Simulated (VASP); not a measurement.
S:

```
CELL_PARAMETERS angstrom
5.38300 3.10788 1.40833
-5.38300 3.10788 1.40833
0.00000 -6.21575 1.40833
ATOMIC_POSITIONS crystal
S 0.58450 0.35100 0.24650
S 0.24650 0.58450 0.35100
S 0.35100 0.24650 0.58450
S 0.41550 0.64900 0.75350
S 0.75350 0.41550 0.64900
S 0.64900 0.75350 0.41550
```

```yaml
Program: VASP 6.6.1
Task: relaxation of cell and atoms
Functional: PBEsol
Potentials_or_basis: VASP PAW PBE potentials, release 64 (S)
Cutoff: 600 eV
k_mesh: 5 × 5 × 5
Occupations: fermi-dirac, width 0.05 eV
Spin: no spin polarisation
```

At the start: pressure -0.3 GPa; volume 23.56 Å³/atom.

**Question.** How do energy, volume and symmetry change on relaxing?

**Answer.** Over 16 steps the energy falls by 3.6 meV/atom and the volume is 23.02 Å³/atom (-2.3 %); space group R-3 (No. 148, to 0.1 Å) before and after.

Step by step:
```tsv
step	energy change (eV)	largest force (eV/Å)	pressure (GPa)	volume (Å³)
1	0.0000	0.0571	-0.32	141.37
2	-0.0018	0.1239	0.16	140.41
3	-0.0018	0.1232	0.16	140.41
4	-0.0033	0.1190	0.15	140.16
5	-0.0073	0.1067	0.14	139.40
6	-0.0137	0.0849	0.15	137.89
7	-0.0189	0.0659	0.26	134.87
8	-0.0172	0.1485	-0.57	135.92
9	-0.0196	0.0242	-0.03	135.24
10	-0.0201	0.0136	0.04	135.33
11	-0.0201	0.0187	0.06	135.35
12	-0.0204	0.0150	0.06	135.60
13	-0.0209	0.0097	0.06	136.35
14	-0.0213	0.0319	0.07	137.83
15	-0.0213	0.0062	-0.05	138.18
16	-0.0213	0.0093	-0.03	138.13
```

Final structure:
```xyz
6
Lattice="5.2394 3.0250 1.4526 -5.2394 3.0250 1.4526 0.0000 -6.0499 1.4526" Properties=species:S:1:pos:R:3 pbc="T T T"
S     1.2508    1.3845    1.7319
S    -1.8245    0.3910    1.7319
S     0.5736   -1.7755    1.7319
S    -1.2508   -1.3845    2.6259
S     1.8245   -0.3910    2.6259
S    -0.5736    1.7755    2.6259
```

Caveat: this functional lacks dispersion, which holds the molecules together, so the pressure and a relaxed volume are unreliable; the PAW data sets were made with another functional, which shifts forces and pressure a little.
